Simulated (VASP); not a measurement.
# Re (P6_3/mmc) in VASP: notebook

The runs below take Re through single point, with PBE, revPBE, BLYP.

All numbers are computed with VASP 6.6.1; they aren't measurements. Logs are shortened: lines on timing, memory, paths and dates and some standing lists are left out, and cuts for length are marked.

## 1. The cell of the first run

The structure is hexagonal, space group P6_3/mmc (No. 194). Conventional cell: a = 2.761 Å, b = 2.761 Å, c = 4.458 Å, α = 90.00°, β = 90.00°, γ = 120.00°. Re (site symmetry -6m2) has 12 Re at 2.74 to 2.76 Å within 3.6 Å.

## 2. Single point, PBE

Input file INCAR:

```
ALGO = Fast ; EDIFF = 1E-6
ENCUT = 520 ; GGA = PE
ISIF = 2 ; ISMEAR = 0
LASPH = T ; LCHARG = F
LREAL = F ; LWAVE = F
NBANDS = 14 ; NELM = 60
PREC = Accurate ; SIGMA = 0.012
```

Input file KPOINTS:

```
k-points
0
Gamma
  11 11 6
```

Input file POSCAR:

```
Re
1.0
    2.7608000000      0.0000000000      0.0000000000
   -1.3804000000      2.3909229348      0.0000000000
    0.0000000000      0.0000000000      4.4582000000
Re
2
Direct
    0.6666666667      0.3333333333      0.7500000000
    0.3333333333      0.6666666667      0.2500000000
```

Potentials or basis: VASP PAW PBE potentials, release 64 (Re).

Command:

```bash
$ cat potpaw_PBE.64/Re/POTCAR > POTCAR
$ mpirun -np 1 vasp_std > vasp.out
```

OUTCAR:

```text
EDIFF = 1E-6
   ENCUT = 520
   GGA = PE
   ISIF = 2
   ISMEAR = 0
   LASPH = T
   LREAL = F
   NELM = 60
   PREC = Accurate

 ion  position               nearest neighbor table
   1  0.667  0.333  0.750-   2 2.74   2 2.74   2 2.74   2 2.74   2 2.74   2 2.74
   2  0.333  0.667  0.250-   1 2.74   1 2.74   1 2.74   1 2.74   1 2.74   1 2.74

  LATTYP: Found a hexagonal cell.
 ALAT       =     2.7608000000
 C/A-ratio  =     1.6148217908

  Lattice vectors:

 A1 = (   2.7608000000,   0.0000000000,   0.0000000000)
 A2 = (  -1.3804000000,   2.3909229348,   0.0000000000)
 A3 = (   0.0000000000,   0.0000000000,   4.4582000000)

Analysis of symmetry for initial positions (statically):
=====================================================================
 Subroutine PRICEL returns:
 Original cell was already a primitive cell.

 Routine SETGRP: Setting up the symmetry group for a
 hexagonal supercell.

 Subroutine GETGRP returns: Found 24 space group operations
 (whereof 12 operations were pure point group operations)
 out of a pool of 24 trial point group operations.

The static configuration has the point symmetry D_3d.
 The point group associated with its full space group is D_6h.

Analysis of symmetry for dynamics (positions and initial velocities):
=====================================================================
 Subroutine PRICEL returns:
 Original cell was already a primitive cell.

 Routine SETGRP: Setting up the symmetry group for a
 hexagonal supercell.

 Subroutine GETGRP returns: Found 24 space group operations
 (whereof 12 operations were pure point group operations)
 out of a pool of 24 trial point group operations.

The dynamic configuration has the point symmetry D_3d.
 The point group associated with its full space group is D_6h.

 Subroutine INISYM returns: Found 24 space group operations
 (whereof 12 operations are pure point group operations),
 and found     1 'primitive' translations

----------------------------------------------------------------------------------------

                                     Primitive cell

  volume of cell :      29.4280

  direct lattice vectors                    reciprocal lattice vectors
     2.760800000  0.000000000  0.000000000     0.362213851  0.209124264  0.000000000
    -1.380400000  2.390922935  0.000000000     0.000000000  0.418248529  0.000000000
[... 90 lines left out ...]
   NFREE  =      0    steps in history (QN), initial steepest desc. (CG)
   ISIF   =      2    stress and relaxation
   ISYM   =      2    0-nonsym 1-usesym 2-fastsym
   POTIM  = 0.5000    time-step for ionic-motion
   TEBEG  =    0.0;   TEEND  =   0.0 temperature during run
   PSTRESS=    0.0 pullay stress
   NELECT =      14.0000    total number of electrons
   NUPDOWN=      -1.0000    fix difference up-down
   EMIN   =  10.00;   EMAX   =-10.00  energy-range for DOS
   EFERMI =   0.00;   METHOD = LEGACY
   ISMEAR =     0;   SIGMA  =   0.01  broadening in eV -4-tet -1-fermi 0-gaus
   EFERMI_NEDOS =   21; number of points for ismear=-14 and -15
   IALGO  =     68    algorithm
   IMIX   =      4    mixing-type and parameters
     AMIX     =   0.40;   BMIX     =  1.00
     AMIX_MAG =   1.60;   BMIX_MAG =  1.00
  volume/ion in A,a.u.               =      14.71        99.29
  Fermi-wavevector in a.u.,A,eV,Ry     =   1.278000  2.415070 22.222174  1.633284
  Thomas-Fermi vector in A             =   2.410568
   LORBIT       =      0    0 simple, 1 ext, 2 COOP (PROOUT), +10 PAW based schemes
   GGA     = PE    functional components
   LHFCALC =     F    Hartree Fock is set to
   AEXX    =    0.0000 exact exchange contribution
   IVDW    =     0    specifies the selected vdW correction
   LEPSILON=     F    determine dielectric tensor
   LRPA    =     F    only Hartree local field effects (RPA)
 non-spin polarized calculation
 RMM-DIIS sequential band-by-band and
 Gauss-broadening in eV      SIGMA  =   0.01
  energy-cutoff  :      520.00
  volume of cell :       29.43
 maximum number of plane-waves:       808
 NGX is ok and might be reduce to    24
   NGX = 11   NGY = 11   NGZ = 17

 number of electron      14.0000000 magnetization

 Free energy of the ion-electron system (eV)
  ---------------------------------------------------
  ext. energy  EPLUGINS =         0.00000000
  ---------------------------------------------------
  free energy    TOTEN  =       -24.84022447 eV

  energy without entropy =      -24.84017449  energy(sigma->0) =      -24.84019948

 E-fermi :   7.9259     XC(G=0): -13.7300

 val. band max:        7.8786465830   @ k =   0.1818  -0.0000   0.1667
 cond. band min:       7.9405631505   @ k =   0.3636   0.1818   0.3333
 fundamental gap:      0.0619165675
 Fermi energy:         7.9258688472

 k-point     1 :       0.0000    0.0000    0.0000
  band No.  band energies     occupation
      1      -1.9813      2.00000
      2       1.2631      2.00000
      3       6.3067      2.00000
      4       6.3088      2.00000
      5       6.3088      2.00000
      6       7.1457      2.00000
      7       7.1457      2.00000
      8       8.0729      0.00000
      9       8.0729      0.00000
     10       8.5017      0.00000
     11      11.2496      0.00000
     12      11.2496      0.00000
     13      17.9033      0.00000
     14      22.0335      0.00000
[... 377 lines left out ...]
      1       0.3383      2.00000
      2       2.9692      2.00000
      3       4.3255      2.00000
      4       4.6714      2.00000
      5       5.9422      2.00000
      6       6.6297      2.00000
      7       7.2374      2.00000
      8       8.1856      0.00000
      9       8.8983      0.00000
     10       9.2886      0.00000
     11      11.6497      0.00000
     12      14.7068      0.00000
     13      19.0758      0.00000
     14      24.0304      0.00000

 [... further k-points ...]
[... 5 lines left out ...]
  --------------------------------------------------------------------------------------
  -------------------------------------------------------------------------------------
  Total        1.0655611      1.0655611      0.8848681      0.0000000     -0.0000000      0.0000000
  in kB       58.0134735     58.0134735     48.1758124      0.0000000     -0.0000000      0.0000000
  external PRESSURE =      54.7342531 kB  Pullay stress =       0.0000000 kB

 VOLUME and BASIS-vectors are now :
 -----------------------------------------------------------------------------
  energy-cutoff  :      520.00
  volume of cell :       29.43
      direct lattice vectors                 reciprocal lattice vectors
     2.760800000  0.000000000  0.000000000     0.362213851  0.209124264  0.000000000
    -1.380400000  2.390922935  0.000000000     0.000000000  0.418248529  0.000000000
     0.000000000  0.000000000  4.458200000     0.000000000  0.000000000  0.224305774

 POSITION                                       TOTAL-FORCE (eV/Angst)
 -----------------------------------------------------------------------------------
      1.38040      0.79697      3.34365        -0.000000      0.000000      0.000000
     -0.00000      1.59395      1.11455         0.000000     -0.000000      0.000000
 -----------------------------------------------------------------------------------
    total drift:                               -0.000000      0.000000     -0.000000

  FREE ENERGIE OF THE ION-ELECTRON SYSTEM (eV)
  ---------------------------------------------------
  free  energy   TOTEN  =       -24.8402244718 eV

  energy  without entropy=      -24.8401744892  energy(sigma->0) =      -24.84019948
```

OSZICAR:

```text
N       E                     dE             d eps       ncg     rms          rms(c)
DAV:   1     0.194944077250E+02    0.19494E+02   -0.68256E+03  3568   0.125E+03
DAV:   2    -0.252712305415E+02   -0.44766E+02   -0.39497E+02  2888   0.285E+02
DAV:   3    -0.262317828638E+02   -0.96055E+00   -0.93196E+00  2806   0.399E+01
DAV:   4    -0.262406039274E+02   -0.88211E-02   -0.88146E-02  2696   0.281E+00
DAV:   5    -0.262407786906E+02   -0.17476E-03   -0.17474E-03  2824   0.703E-01    0.427E+01
RMM:   6    -0.251510303524E+02    0.10897E+01   -0.18467E-01  1892   0.209E+01    0.166E+01
RMM:   7    -0.248466766395E+02    0.30435E+00   -0.23913E+00  2694   0.222E+01    0.143E+00
RMM:   8    -0.248435704843E+02    0.31062E-02   -0.74503E-02  2592   0.412E+00    0.818E-01
RMM:   9    -0.248409606296E+02    0.26099E-02   -0.16068E-02  2802   0.817E-01    0.144E-01
RMM:  10    -0.248401728569E+02    0.78777E-03   -0.70810E-04  2182   0.101E+00    0.907E-02
RMM:  11    -0.248402273216E+02   -0.54465E-04   -0.15704E-03  2785   0.350E-01    0.184E-02
RMM:  12    -0.248402247068E+02    0.26148E-05   -0.94873E-05  2690   0.662E-02    0.353E-03
RMM:  13    -0.248402244718E+02    0.23501E-06   -0.44867E-06  1948   0.280E-02
   1 F= -.24840224E+02 E0= -.24840199E+02  d E =-.499826E-04
```

Run time: 17 s. Hardware: 1 thread of Intel Xeon 6975P-C (Granite Rapids), shared host; peak memory 0.16 GiB.

What came out:

| Item | Value |
| --- | --- |
| Free energy | -24.8402 eV |
| Pressure | 5.5 GPa |
| Band gap on the k mesh | zero (bands 7 and 8 overlap by 3.05 eV) |

Stress tensor (GPa, compression positive):
```
5.80 0.00 0.00
0.00 5.80 0.00
0.00 0.00 4.82
```

Levels at points of the mesh, in eV from the Fermi level:
```tsv
k point	band 3	band 4	band 5	band 6	band 7	band 8	band 9	band 10	band 11	band 12
(0.00, 0.00, 0.00)	-1.62	-1.62	-1.62	-0.78	-0.78	0.15	0.15	0.58	3.32	3.32
(0.00, 0.00, 0.50)	-2.42	-2.42	-1.75	-1.75	-1.75	-1.75	2.51	2.51	2.51	2.51
```

Caveat: the cell stands under pressure; spin-orbit coupling is left out, which moves the levels of the heavy elements.

## 3. Single point, revPBE

This run uses another cell than the first one, of 15.07 Å³/atom.

Input file INCAR:

```
SYSTEM = Re
PREC = Accurate ; ENCUT = 520
EDIFF = 1E-7 ; ISMEAR = -1
SIGMA = 0.05 ; LREAL = .FALSE.
LASPH = .TRUE. ; NELM = 80
ALGO = Normal ; ISIF = 2
LWAVE = .FALSE. ; LCHARG = .FALSE.
GGA = RE ; NBANDS = 14
```

Input file KPOINTS:

```
regular mesh
0
G
  11 11 6
  0 0 0
```

Input file POSCAR:

```
Re
1.0
    2.7816007356      0.0000000000      0.0000000000
   -1.3908003678      2.4089369002      0.0000000000
    0.0000000000      0.0000000000      4.4968677054
Re
2
Direct
    0.6666666667      0.3333333333      0.7500000000
    0.3333333333      0.6666666667      0.2500000000
```

Potentials or basis: VASP PAW PBE potentials, release 64 (Re).

Command:

```bash
$ cat potpaw_PBE.64/Re/POTCAR > POTCAR
$ mpirun -np 1 vasp_std > vasp.out
```

Wall time 17 s (1 thread of Intel Xeon 6975P-C (Granite Rapids), shared host); peak memory 0.16 GiB.

Results (log left out):

- Free energy: -23.8840 eV
- Pressure: -0.7 GPa
- Band gap on the k mesh: zero (bands 7 and 8 overlap by 2.91 eV)

Stress tensor (GPa, compression positive):
```
-0.64  0.00  0.00
 0.00 -0.64  0.00
 0.00  0.00 -0.83
```

Levels at points of the mesh, in eV from the Fermi level:
| k point | band 5 | band 6 | band 7 | band 8 | band 9 | band 10 |
| --- | --- | --- | --- | --- | --- | --- |
| (0.00, 0.00, 0.00) | -1.52 | -0.72 | -0.72 | 0.19 | 0.19 | 0.54 |
| (0.00, 0.00, 0.50) | -1.64 | -1.64 | -1.64 | -1.64 | 2.45 | 2.45 |

Caveat: the PAW data sets were made with another functional, which shifts forces and pressure a little; spin-orbit coupling is left out, which moves the levels of the heavy elements.

## 4. Single point, BLYP

This run uses another cell than the first one, of 15.53 Å³/atom.

Input file INCAR:

```
PREC = Accurate
ENCUT = 520
EDIFF = 1E-7
ISMEAR = -1
SIGMA = 0.05
LREAL = F
LASPH = T
NELM = 60
ALGO = Normal
ISIF = 2
LWAVE = F
LCHARG = T
GGA = B5
ALDAX = 1.0
AGGAX = 1.0
AGGAC = 1.0
ALDAC = 0.0
LELF = T
LVHAR = T
NBANDS = 14
```

Input file KPOINTS:

```
Automatic mesh
0
Gamma
  11 11 6
```

Input file POSCAR:

```
Re
1.0
    2.8129304432      0.0000000000      0.0000000000
   -1.4064652216      2.4360692229      0.0000000000
    0.0000000000      0.0000000000      4.5312501072
Re
2
Direct
    0.6666666667      0.3333333333      0.7500000000
    0.3333333333      0.6666666667      0.2500000000
```

Command:

```bash
$ cat potpaw_PBE.64/Re/POTCAR > POTCAR
$ mpirun -np 1 vasp_std > vasp.out
```

It took 24 s on 1 thread of Intel Xeon 6975P-C (Granite Rapids), shared host; peak memory 0.16 GiB.

The run converged. Its results:

| Item | Value |
| --- | --- |
| Free energy | -21.5355 eV |
| Pressure | 1.7 GPa |
| Band gap on the k mesh | zero (bands 7 and 8 overlap by 3.07 eV) |

Stress tensor (GPa, compression positive):
```
1.79 0.00 0.00
0.00 1.79 0.00
0.00 0.00 1.66
```

Levels at points of the mesh, in eV from the Fermi level:
```tsv
k point	band 4	band 5	band 6	band 7	band 8	band 9	band 10	band 11
(0.00, 0.00, 0.00)	-1.50	-1.49	-0.74	-0.74	0.09	0.09	0.84	3.06
(0.00, 0.00, 0.50)	-2.19	-1.63	-1.63	-1.63	-1.63	2.28	2.28	2.28
```

Caveat: the PAW data sets were made with another functional, which shifts forces and pressure a little; spin-orbit coupling is left out, which moves the levels of the heavy elements.

## 5. The runs side by side

| level | cell | smearing | gap on the mesh (eV) | pressure (GPa) |
| --- | --- | --- | --- | --- |
| PBE | a = 2.761, b = 2.761, c = 4.458 Å, angles 90.0, 90.0, 120.0°, 2 atoms | gaussian 0.012 eV | none | 5.5 |
| revPBE | a = 2.782, b = 2.782, c = 4.497 Å, angles 90.0, 90.0, 120.0°, 2 atoms | fermi-dirac 0.05 eV | none | -0.7 |
| BLYP | a = 2.813, b = 2.813, c = 4.531 Å, angles 90.0, 90.0, 120.0°, 2 atoms | fermi-dirac 0.05 eV | none | 1.7 |

Alike in all rows: task single point; potentials or basis VASP PAW PBE potentials, release 64 (Re); no spin polarisation; k mesh 11 × 11 × 6; cutoff (eV) 520.

Caveats: spin-orbit coupling is left out, which moves the levels of the heavy elements; the PAW data sets were made with another functional, which shifts forces and pressure a little (at least some runs); the cell stands under pressure (at least some runs).

Total energies depend on the potentials used, so only differences within one code and one set of settings carry meaning.
